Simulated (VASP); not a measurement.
A run of VASP 6.6.1 is set up as follows.

The input INCAR:

```
SYSTEM = W
  ALGO = Normal
  EDIFF = 1E-6
  EDIFFG = -0.01
  ENCUT = 600
  GGA = PE
  IBRION = 2
  ISIF = 3
  ISMEAR = -1
  LASPH = .True.
  LCHARG = .False.
  LREAL = .False.
  LWAVE = .False.
  NELM = 60
  NSW = 80
  PREC = Accurate
  SIGMA = 0.1
```

KPOINTS

```
k-points
0
Gamma
  10 10 10
  0 0 0
```

File POSCAR:

```
W
1.0
    0.0000000000      2.7760741367      2.7760741367
    2.7760741367      0.0000000000      2.7760741367
    2.7760741367      2.7760741367      0.0000000000
W
2
Direct
    0.1250000000      0.1250000000      0.1250000000
    0.8750000000      0.8750000000      0.8750000000
```

Potentials or basis: VASP PAW PBE potentials, release 64 (W_sv).

Run with:

```bash
$ cat potpaw_PBE.64/W_sv/POTCAR > POTCAR
$ mpirun -np 1 vasp_std > vasp.out
```

Task: Predict the band gap on the k mesh.

Result: Zero (band 14 reaches 5.62 eV, above the bottom of band 15 at 4.73 eV).

Task: Predict the relaxed cell.

Result: a = 4.129 Å, b = 4.129 Å, c = 4.129 Å, α = 60.00°, β = 60.00°, γ = 60.00°.

Task: What does it give for the space group after relaxing (to 0.05 Å)?

Result: Fd-3m (No. 227).

The path:
```tsv
step	energy change (eV)	largest force (eV/Å)	pressure (GPa)	volume (Å³)
1	0.0000	0.0000	24.71	42.79
2	0.8510	0.0000	-19.76	66.65
3	-0.4744	0.0000	-1.59	50.46
4	-0.4777	0.0000	-0.24	49.89
5	-0.4777	0.0000	0.12	49.75
6	-0.4777	0.0000	0.12	49.75
7	-0.4777	0.0000	0.14	49.75
8	-0.4777	0.0000	0.11	49.75
9	-0.4777	0.0000	0.11	49.75
10	-0.4777	0.0000	0.11	49.75
11	-0.4777	0.0000	0.11	49.75
12	-0.4777	0.0000	0.11	49.75
13	-0.4777	0.0000	0.11	49.75
14	-0.4777	0.0000	0.11	49.75
15	-0.4777	0.0000	0.12	49.75
16	-0.4777	0.0000	0.13	49.75
17	-0.4777	0.0000	0.10	49.76
18	-0.4777	0.0000	0.08	49.77
19	-0.4777	0.0000	0.05	49.79
```

Caveat: the volume moved by over 15 % at a fixed basis, so the end points are rough; spin-orbit coupling is left out, which moves the levels of the heavy elements.
